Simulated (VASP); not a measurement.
# NaF in VASP: a series of runs

The runs below take NaF through single point, with PBE.

Program: VASP 6.6.1. These are calculated values, not measurements. Logs are shortened: lines on timing, memory, paths and dates and some standing lists are left out, and cuts for length are marked.

## (1) The cell of the first run

The typed cell holds 2 atoms: a = 3.159 Å, b = 3.159 Å, c = 3.159 Å, α = 60.00°, β = 60.00°, γ = 60.00°.

## (2) Single point, PBE

File INCAR:

```
SYSTEM = NaF
  ALGO = Normal
  EDIFF = 1E-6
  ENCUT = 600
  GGA = PE
  GGA_COMPAT = .FALSE.
  ISIF = 2
  ISMEAR = 0
  LASPH = .TRUE.
  LCHARG = .TRUE.
  LELF = .TRUE.
  LREAL = .FALSE.
  LVHAR = .TRUE.
  LWAVE = .FALSE.
  NBANDS = 14
  NELM = 120
  PREC = Accurate
  SIGMA = 0.01
```

File KPOINTS:

```
Automatic mesh
0
Gamma
  1 1 1
  0.5 0.5 0.5
```

File POSCAR:

```
NaF
1.0
    0.0000000000      2.2334563300      2.2334563300
    2.2334563300      0.0000000000      2.2334563300
    2.2334563300      2.2334563300      0.0000000000
Na F
1 1
Direct
    0.0000000000      0.0000000000      0.0000000000
    0.4808573500      0.4585738200      0.5413667700
```

Potentials or basis: VASP PAW PBE potentials, release 64 (Na_pv, F).

Launch:

```sh
cat potpaw_PBE.64/Na_pv/POTCAR potpaw_PBE.64/F/POTCAR > POTCAR
mpirun -np 1 vasp_std > vasp.out
```

OUTCAR:

```text
SYSTEM = NaF
   EDIFF = 1E-6
   ENCUT = 600
   GGA = PE
   ISIF = 2
   ISMEAR = 0
   LASPH = .TRUE.
   LREAL = .FALSE.
   NELM = 120
   PREC = Accurate

 ion  position               nearest neighbor table
   1  0.000  0.000  0.000-   2 2.10   2 2.19   2 2.24   2 2.24   2 2.29
   2  0.481  0.459  0.541-   1 2.10   1 2.19   1 2.24   1 2.24   1 2.29

  LATTYP: Found a face centered cubic cell.
 ALAT       =     4.4669126600

  Lattice vectors:

 A1 = (   0.0000000000,   2.2334563300,   2.2334563300)
 A2 = (   2.2334563300,   0.0000000000,   2.2334563300)
 A3 = (   2.2334563300,   2.2334563300,   0.0000000000)

Analysis of symmetry for initial positions (statically):
=====================================================================
 Subroutine PRICEL returns:
 Original cell was already a primitive cell.

 Routine SETGRP: Setting up the symmetry group for a
 face centered cubic supercell.

 Subroutine GETGRP returns: Found  1 space group operations
 (whereof  1 operations were pure point group operations)
 out of a pool of 48 trial point group operations.

The static configuration has the point symmetry C_1 .

Analysis of symmetry for dynamics (positions and initial velocities):
=====================================================================
 Subroutine PRICEL returns:
 Original cell was already a primitive cell.

 Routine SETGRP: Setting up the symmetry group for a
 face centered cubic supercell.

 Subroutine GETGRP returns: Found  1 space group operations
 (whereof  1 operations were pure point group operations)
 out of a pool of 48 trial point group operations.

The dynamic configuration has the point symmetry C_1 .

 Subroutine INISYM returns: Found  1 space group operations
 (whereof  1 operations are pure point group operations),
 and found     1 'primitive' translations

----------------------------------------------------------------------------------------

                                     Primitive cell

  volume of cell :      22.2824

  direct lattice vectors                    reciprocal lattice vectors
     0.000000000  2.233456330  2.233456330    -0.223868268  0.223868268  0.223868268
     2.233456330  0.000000000  2.233456330     0.223868268 -0.223868268  0.223868268
     2.233456330  2.233456330  0.000000000     0.223868268  0.223868268 -0.223868268

  length of vectors
     3.158584233  3.158584233  3.158584233     0.387751214  0.387751214  0.387751214

  position of ions in fractional coordinates (direct lattice)
     0.000000000  0.000000000  0.000000000
     0.480857350  0.458573820  0.541366770

  ion indices of the primitive-cell ions
   primitive index   ion index
                 1           1
                 2           2

----------------------------------------------------------------------------------------

 KPOINTS: Automatic mesh

Automatic generation of k-mesh.
 Grid dimensions read from file:
 generate k-points for:    1    1    1

 Generating k-lattice:

  Cartesian coordinates                     Fractional coordinates (reciprocal lattice)
    -0.223868268  0.223868268  0.223868268     1.000000000  0.000000000  0.000000000
     0.223868268 -0.223868268  0.223868268     0.000000000  1.000000000  0.000000000
     0.223868268  0.223868268 -0.223868268     0.000000000  0.000000000  1.000000000

  Length of vectors
     0.387751214  0.387751214  0.387751214

  Shift w.r.t. Gamma in fractional coordinates (k-lattice)
     0.500000000  0.500000000  0.500000000

 Subroutine IBZKPT returns following result:
 ===========================================

 Found      4 irreducible k-points:

 Following reciprocal coordinates:
            Coordinates               Weight
  0.500000  0.500000  0.500000      1.000000
  0.500000  0.000000  0.000000      1.000000
  0.000000  0.000000  0.500000      1.000000
  0.000000  0.500000  0.000000      1.000000
   k-points           NKPTS =      4   k-points in BZ     NKDIM =      4   number of bands    NBANDS=     14
   number of dos      NEDOS =    301   number of ions     NIONS =      2
   total plane-waves  NPLWV =  21952
   dimension x,y,z NGX =    28 NGY =   28 NGZ =   28
   dimension x,y,z NGXF=    56 NGYF=   56 NGZF=   56
   ions per type =               1   1
   NGX,Y,Z   is equivalent  to a cutoff of  14.74, 14.74, 14.74 a.u.
   NGXF,Y,Z  is equivalent  to a cutoff of  29.47, 29.47, 29.47 a.u.
 SYSTEM =  NaF
   PREC   = accura    normal or accurate (medium, high low for compatibility)
   ISTART =      0    job   : 0-new  1-cont  2-samecut
   ICHARG =      2    charge: 1-file 2-atom 10-const
   ISPIN  =      1    spin polarized calculation?
   LNONCOLLINEAR =      F non collinear calculations
   LSORBIT =      F    spin-orbit coupling
   LASPH  =      T    aspherical Exc in radial PAW
   ENCUT  =  600.0 eV  44.10 Ry    6.64 a.u.   6.31  6.31  6.31*2*pi/ulx,y,z
   NELM   =    120;   NELMIN=  2; NELMDL= -5     # of ELM steps
   EDIFF  = 0.1E-05   stopping-criterion for ELM
   LREAL  =      F    real-space projection
   EDIFFG = 0.1E-04   stopping-criterion for IOM
   NSW    =      0    number of steps for IOM
   IBRION =     -1    ionic relax: 0-MD 1-quasi-New 2-CG
   NFREE  =      0    steps in history (QN), initial steepest desc. (CG)
   ISIF   =      2    stress and relaxation
   ISYM   =      2    0-nonsym 1-usesym 2-fastsym
   POTIM  = 0.5000    time-step for ionic-motion
   TEBEG  =    0.0;   TEEND  =   0.0 temperature during run
   PSTRESS=    0.0 pullay stress
   NELECT =      14.0000    total number of electrons
   NUPDOWN=      -1.0000    fix difference up-down
   EMIN   =  10.00;   EMAX   =-10.00  energy-range for DOS
   EFERMI =   0.00;   METHOD = LEGACY
   ISMEAR =     0;   SIGMA  =   0.01  broadening in eV -4-tet -1-fermi 0-gaus
   EFERMI_NEDOS =   21; number of points for ismear=-14 and -15
   IALGO  =     38    algorithm
   IMIX   =      4    mixing-type and parameters
     AMIX     =   0.40;   BMIX     =  1.00
     AMIX_MAG =   1.60;   BMIX_MAG =  1.00
  volume/ion in A,a.u.               =      11.14        75.18
  Fermi-wavevector in a.u.,A,eV,Ry     =   1.402157  2.649693 26.749664  1.966045
  Thomas-Fermi vector in A             =   2.524947
   LORBIT       =      0    0 simple, 1 ext, 2 COOP (PROOUT), +10 PAW based schemes
   GGA     = PE    functional components
   LHFCALC =     F    Hartree Fock is set to
   AEXX    =    0.0000 exact exchange contribution
   IVDW    =     0    specifies the selected vdW correction
   LEPSILON=     F    determine dielectric tensor
   LRPA    =     F    only Hartree local field effects (RPA)
 non-spin polarized calculation
 Gauss-broadening in eV      SIGMA  =   0.01
  energy-cutoff  :      600.00
  volume of cell :       22.28
 maximum number of plane-waves:       754
 NGX is ok and might be reduce to    28
   NGX = 13   NGY = 13   NGZ = 13

 number of electron      14.0000003 magnetization

 Free energy of the ion-electron system (eV)
  ---------------------------------------------------
  ext. energy  EPLUGINS =         0.00000000
  ---------------------------------------------------
  free energy    TOTEN  =        -8.79317999 eV

  energy without entropy =       -8.79317999  energy(sigma->0) =       -8.79317999

 E-fermi :  -1.7281     XC(G=0):  -9.6834

 val. band max:       -1.8891412876   @ k =   0.5000   0.0000   0.0000
 cond. band min:       9.9243879001   @ k =   0.5000   0.0000   0.0000
 fundamental gap:     11.8135291877
 Fermi energy:        -1.7280662882

 k-point     1 :       0.5000    0.5000    0.5000
  band No.  band energies     occupation
      1     -21.6472      2.00000
      2     -20.4264      2.00000
      3     -20.4232      2.00000
      4     -19.5355      2.00000
      5      -3.4153      2.00000
      6      -1.8994      2.00000
      7      -1.8892      2.00000
      8       9.9244      0.00000
      9      11.8427      0.00000
     10      19.6405      0.00000
     11      19.6845      0.00000
     12      22.8638      0.00000
     13      22.9469      0.00000
     14      23.7697      0.00000

 k-point     2 :       0.5000    0.0000    0.0000
  band No.  band energies     occupation
      1     -21.6472      2.00000
      2     -20.4264      2.00000
      3     -20.4232      2.00000
      4     -19.5355      2.00000
      5      -3.4153      2.00000
      6      -1.8994      2.00000
      7      -1.8891      2.00000
      8       9.9244      0.00000
      9      11.8427      0.00000
     10      19.6405      0.00000
     11      19.6844      0.00000
     12      22.8639      0.00000
     13      22.9470      0.00000
     14      23.7698      0.00000

 k-point     3 :       0.0000    0.0000    0.5000
  band No.  band energies     occupation
      1     -21.6338      2.00000
      2     -20.4248      2.00000
      3     -20.4228      2.00000
      4     -19.5511      2.00000
      5      -3.4171      2.00000
      6      -1.9044      2.00000
      7      -1.8990      2.00000
      8       9.9398      0.00000
      9      11.8609      0.00000
     10      19.6733      0.00000
     11      19.7414      0.00000
     12      22.7961      0.00000
     13      22.8765      0.00000
     14      23.7668      0.00000

 k-point     4 :       0.0000    0.5000    0.0000
  band No.  band energies     occupation
      1     -21.6338      2.00000
      2     -20.4248      2.00000
      3     -20.4227      2.00000
      4     -19.5511      2.00000
      5      -3.4171      2.00000
      6      -1.9044      2.00000
      7      -1.8990      2.00000
      8       9.9399      0.00000
      9      11.8610      0.00000
     10      19.6736      0.00000
     11      19.7415      0.00000
     12      22.7958      0.00000
     13      22.8763      0.00000
     14      23.7668      0.00000

------------------------ aborting loop because EDIFF is reached ----------------------------------------

  FORCE on cell =-STRESS in cart. coord.  units (eV):
  Direction    XX          YY          ZZ          XY          YZ          ZX
  --------------------------------------------------------------------------------------
  -------------------------------------------------------------------------------------
  Total        0.5151427      0.5686976      0.9279483      0.0000398      0.0518315     -0.0001481
  in kB       37.0404089     40.8911720     66.7224485      0.0028597      3.7268491     -0.0106491
  external PRESSURE =      48.2180098 kB  Pullay stress =       0.0000000 kB

 VOLUME and BASIS-vectors are now :
 -----------------------------------------------------------------------------
  energy-cutoff  :      600.00
  volume of cell :       22.28
      direct lattice vectors                 reciprocal lattice vectors
     0.000000000  2.233456330  2.233456330    -0.223868268  0.223868268  0.223868268
     2.233456330  0.000000000  2.233456330     0.223868268 -0.223868268  0.223868268
     2.233456330  2.233456330  0.000000000     0.223868268  0.223868268 -0.223868268

 POSITION                                       TOTAL-FORCE (eV/Angst)
 -----------------------------------------------------------------------------------
      0.00000      0.00000      0.00000        -0.000645      0.245116     -0.736964
      2.23332      2.28309      2.09818         0.000645     -0.245116      0.736964
 -----------------------------------------------------------------------------------
    total drift:                               -0.000004      0.000143     -0.000237

  FREE ENERGIE OF THE ION-ELECTRON SYSTEM (eV)
  ---------------------------------------------------
  free  energy   TOTEN  =        -8.7931799901 eV

  energy  without entropy=       -8.7931799901  energy(sigma->0) =       -8.79317999
```

It took 7.1 s on 1 thread of Intel Xeon 8259CL, shared host; peak memory 0.14 GiB.

What came out:

```
Free energy            : -8.7932 eV
Pressure               : 4.8 GPa
Largest force          : 0.777 eV/Å
Band gap on the k mesh : 11.81 eV
```

Forces on the atoms (eV/Å):
```
Na  -0.001  0.245 -0.737
F    0.001 -0.245  0.737
```

Levels at points of the mesh, in eV from the valence-band top:
| k point | band 3 | band 4 | band 5 | band 6 | band 7 | band 8 | band 9 | band 10 | band 11 | band 12 |
| --- | --- | --- | --- | --- | --- | --- | --- | --- | --- | --- |
| (0.50, 0.50, 0.50) | -18.53 | -17.65 | -1.53 | -0.01 | 0.00 | 11.81 | 13.73 | 21.53 | 21.57 | 24.75 |
| (0.50, 0.00, 0.00) | -18.53 | -17.65 | -1.53 | -0.01 | 0.00 | 11.81 | 13.73 | 21.53 | 21.57 | 24.75 |
| (0.00, 0.00, 0.50) | -18.53 | -17.66 | -1.53 | -0.02 | -0.01 | 11.83 | 13.75 | 21.56 | 21.63 | 24.69 |
| (0.00, 0.50, 0.00) | -18.53 | -17.66 | -1.53 | -0.02 | -0.01 | 11.83 | 13.75 | 21.56 | 21.63 | 24.68 |

Caveat: the k points lie up to 2.44 Å⁻¹ apart; an empty level that is flat over the whole mesh can mark a ghost state of the potentials, or a narrow d or f band; a shifted mesh leaves out Γ, where band edges can lie. A k mesh can miss the band edges.

## (3) Single point, PBE

This run uses another cell than the first one, of 11.85 Å³/atom.

INCAR is that of step 2.

File KPOINTS:

```
k-points
0
G
  2 2 2
  0 0 0
```

File POSCAR:

```
NaF
1.0
    0.0000000000      2.2800000000      2.2800000000
    2.2800000000      0.0000000000      2.2800000000
    2.2800000000      2.2800000000      0.0000000000
Na F
1 1
Direct
    0.0000000000      0.0000000000      0.0000000000
    0.4808573500      0.4585738200      0.5413667700
```

Potentials or basis: VASP PAW PBE potentials, release 64 (Na_pv, F).

Launch:

```sh
cat potpaw_PBE.64/Na_pv/POTCAR potpaw_PBE.64/F/POTCAR > POTCAR
mpirun -np 1 vasp_std > vasp.out
```

Wall time 10 s (1 thread of Intel Xeon 8259CL, shared host); peak memory 0.14 GiB.

Results (log left out):

```yaml
Free_energy: -8.3675 eV
Pressure: 7.0 GPa
Largest_force: 0.466 eV/Å
Band_gap_on_the_k_mesh: 6.47 eV
```

Forces on the atoms (eV/Å):
```
Na   0.000  0.140 -0.444
F    0.000 -0.140  0.444
```

Stress tensor (GPa, compression positive):
```
5.94 0.00 0.00
0.00 6.31 0.25
0.00 0.25 8.79
```

Levels at points of the mesh, in eV from the valence-band top:
```csv
k point,band 4,band 5,band 6,band 7,band 8,band 9,band 10,band 11
"(0.00, 0.00, 0.00)",-18.92,0.00,0.00,0.00,6.47,19.22,19.27,19.29
"(0.50, 0.00, 0.00)",-18.11,-1.71,-0.28,-0.27,10.98,12.79,20.42,20.46
"(0.00, 0.50, 0.00)",-18.12,-1.72,-0.28,-0.28,11.00,12.81,20.45,20.51
"(0.00, 0.00, 0.50)",-18.12,-1.72,-0.28,-0.28,11.00,12.81,20.45,20.51
"(0.50, 0.50, 0.50)",-18.11,-1.71,-0.28,-0.27,10.98,12.79,20.42,20.46
"(0.50, 0.50, 0.00)",-18.76,-1.35,-0.43,-0.43,13.29,13.39,14.09,20.31
"(0.00, 0.50, 0.50)",-18.78,-1.37,-0.44,-0.43,13.44,13.51,13.87,20.26
"(0.50, 0.00, 0.50)",-18.78,-1.37,-0.44,-0.43,13.43,13.47,13.91,20.26
```

Caveat: the k points lie up to 1.19 Å⁻¹ apart.
